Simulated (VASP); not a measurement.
## TlHg3S2: single point with PBE

The system is TlHg3S2.

```xyz
6
Lattice="4.1486 0.0000 0.0000 -2.0743 3.5928 0.0000 0.0000 0.0000 10.4589" Properties=species:S:1:pos:R:3 pbc="T T T"
Tl    0.0000    0.0000    0.0000
Hg    0.0000    2.3952    7.1531
Hg    2.0743    1.1976    3.3058
Hg    0.0000    0.0000    5.2295
S     2.0743    1.1976    8.3364
S     0.0000    2.3952    2.1225
```

* Program: VASP 6.6.1
* Task: single point
* Functional: PBE
* Potentials or basis: VASP PAW PBE potentials, release 64 (Tl_d, Hg, S)
* Cutoff: 520 eV
* k mesh: 12 × 12 × 4
* Occupations: gaussian, width 0.1 eV
* Spin: no spin polarisation
* Dipole correction: no
* Further INCAR settings: ALGO = Normal; EDIFF = 1e-06; NBANDS = 40

```json
{
  "Pressure": "0.2 GPa",
  "Largest force": "0.027 eV/Å",
  "Band gap on the k mesh": "zero (an odd number of electrons rules out a gap without spin polarisation)"
}
```

Forces on the atoms (eV/Å):
```
Tl   0.000  0.000  0.000
Hg   0.000  0.000  0.005
Hg   0.000  0.000 -0.005
Hg   0.000  0.000  0.000
S    0.000  0.000  0.027
S    0.000  0.000 -0.027
```

Levels at points of the mesh, in eV from the Fermi level:
```
           k point  band 29  band 30  band 31  band 32  band 33  band 34
(0.00, 0.00, 0.00)    -1.07    -0.88    -0.62     2.11     2.84     4.48
(0.50, 0.00, 0.00)    -1.74    -1.48    -1.27     1.11     1.73     2.61
(0.00, 0.00, 0.50)    -1.12    -1.12     0.78     0.91     3.87     4.67
(0.50, 0.00, 0.50)    -2.01    -1.98    -0.34     0.53     2.16     2.64
```

Wall time 4.8 min on 1 thread of Intel(R) Xeon(R) Platinum 8488C (Sapphire Rapids), with other jobs on the host, peak memory 0.51 GiB.

Caveat: spin-orbit coupling is left out, which moves the levels of the heavy elements.
